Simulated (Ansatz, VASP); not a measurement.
# One calculation of InAs, two programs

File INCAR:

```
SYSTEM = InAs
  PREC = Accurate
  ENCUT = 520
  EDIFF = 1E-8
  ISMEAR = -1
  SIGMA = 0.08
  LREAL = .FALSE.
  LASPH = .TRUE.
  NELM = 80
  ALGO = Normal
  ISIF = 2
  LWAVE = .FALSE.
  LCHARG = .FALSE.
  GGA = PS
  LEFG = .TRUE.
  NBANDS = 16
```

File KPOINTS:

```
regular mesh
0
G
  10 10 10
  0 0 0
```

Contents of POSCAR:

```
InAs
1.0
    0.0000000000      3.0240000000      3.0240000000
    3.0240000000      0.0000000000      3.0240000000
    3.0240000000      3.0240000000      0.0000000000
In As
1 1
Direct
    0.0000000000      0.0000000000      0.0000000000
    0.7500000000      0.7500000000      0.7500000000
```

Input for Ansatz:

```yaml
crystal:
  lattice:
    - [0.0, 3.024, 3.024]
    - [3.024, 0.0, 3.024]
    - [3.024, 3.024, 0.0]
  atoms:
    - { symbol: In, position: [0.0, 0.0, 0.0] }
    - { symbol: As, position: [0.75, 0.75, 0.75] }
kpoints:
  mp_grid: { grid: [10, 10, 10] }
  band_path:
    path:
      - [0.0, 0.0, 0.0]
      - [-0.5, -0.5, 0.0]
      - [-0.375, -0.375, 0.25]
      - [-0.375, 0.0, 0.375]
      - [0.0, 0.0, 0.0]
      - [0.0, 0.0, 0.5]
      - [-0.5, -0.25, 0.25]
      - [-0.5, -0.5, 0.0]
    npoints: 5
scf:
  occupations: { method: fermi_dirac, width: 0.08 }
hamiltonian:
  xc: pbesol
  pseudopotentials: { kind: paw }
output:
  forces: true
  stress: true
  eigenvalues: true
  efg: { contact_densities: true }
```

Alike in both runs: task electric field gradients; functional PBEsol; k mesh 10 × 10 × 10; occupations fermi-dirac, width 0.08 eV; no spin polarisation.

```csv
,VASP,Ansatz
version,VASP 6.6.1,Ansatz 0.2.0
potentials or method,"VASP PAW PBE potentials, release 64 (In_d, As)","PAW with Ansatz's default frozen-core files, scalar-relativistic"
plane-wave cutoff (eV),520,420
valence electrons in the cell,18,28
```

VASP gave:

```
pressure (GPa) : 1.2
```

Task: Estimate Ansatz's values.

Result: Pressure (GPa): 1.1.

VASP's potentials were made for PBE, not for PBEsol. VASP's potentials hold 18 valence electrons a cell and Ansatz's 28, so a difference there can come from the potentials and not from the codes.
